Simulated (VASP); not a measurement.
Set up this calculation in VASP 6.6.1, as the native input.

* Task: single point
* Functional: PBE
* Potentials or basis: VASP PAW PBE potentials, release 64 (Cu, O)
* Cutoff: 520 eV
* k mesh: 12 × 12 × 12
* Occupations: gaussian, width 0.02 eV
* Spin: no spin polarisation
* Dipole correction: no
* k mesh for the DOS: 18 × 18 × 18
* Occupations for the DOS: tetrahedron
* Further INCAR settings: ALGO = Normal; EDIFF = 1e-06

Crystal: Cu2O.

```xyz
6
Lattice="3.0423 1.7565 2.4773 -3.0423 1.7565 2.4773 0.0000 -3.5130 2.4773" Properties=species:S:1:pos:R:3 pbc="T T T"
Cu    0.0000    1.7565    2.4773
Cu    1.5212   -0.8782    2.4773
Cu   -1.5212   -0.8782    2.4773
Cu    0.0000    0.0000    0.0000
O     0.0000    0.0000    1.8610
O     0.0000    0.0000    5.5708
```

The input as run:

POSCAR

```
Cu2O
1.0
    3.0423277033      1.7564887185      2.4772889425
   -3.0423277033      1.7564887185      2.4772889425
    0.0000000000     -3.5129774370      2.4772889425
Cu O
4 2
Direct
    0.5000000000      0.5000000000      0.0000000000
    0.5000000000      0.0000000000      0.5000000000
    0.0000000000      0.5000000000      0.5000000000
    0.0000000000      0.0000000000      0.0000000000
    0.2504117218      0.2504117218      0.2504117218
    0.7495882782      0.7495882782      0.7495882782
```

INCAR.step1

```
ALGO = Normal
EDIFF = 1E-6
ENCUT = 520
GGA = PE
GGA_COMPAT = False
ISIF = 2
ISMEAR = 0
LASPH = True
LCHARG = True
LMAXMIX = 4
LORBIT = 11
LREAL = False
LWAVE = False
NBANDS = 37
NEDOS = 2001
NELM = 120
PREC = Accurate
SIGMA = 0.02
```

KPOINTS.step1

```
k-points
0
Gamma
  12 12 12
```

INCAR.step2

```
ALGO = Normal
EDIFF = 1E-6
ENCUT = 520
GGA = PE
GGA_COMPAT = False
ICHARG = 11
ISIF = 2
ISMEAR = -5
LASPH = True
LCHARG = False
LMAXMIX = 4
LORBIT = 10
LREAL = False
LWAVE = False
NEDOS = 1001
NELM = 120
PREC = Accurate
SIGMA = 0.02
```

KPOINTS.step2

```
k-points
0
Gamma
  18 18 18
```

Potentials or basis: VASP PAW PBE potentials, release 64 (Cu, O).

The run is started by

```console
$ cat potpaw_PBE.64/Cu/POTCAR potpaw_PBE.64/O/POTCAR > POTCAR
$ cp INCAR.step1 INCAR
$ cp KPOINTS.step1 KPOINTS
$ mpirun -np 1 vasp_std > vasp.out
$ cp INCAR.step2 INCAR
$ cp KPOINTS.step2 KPOINTS
$ mpirun -np 1 vasp_std > vasp.out
```

It gave:

```yaml
Valence_electrons_inside_the_program's_atomic_spheres: Cu 9.95; O 5.01
```

Wall time 17 min on 1 thread of Intel(R) Xeon(R) Platinum 8259CL CPU @ 2.50GHz (Skylake/Cascade Lake), with other jobs on the host, peak memory 1.1 GiB.
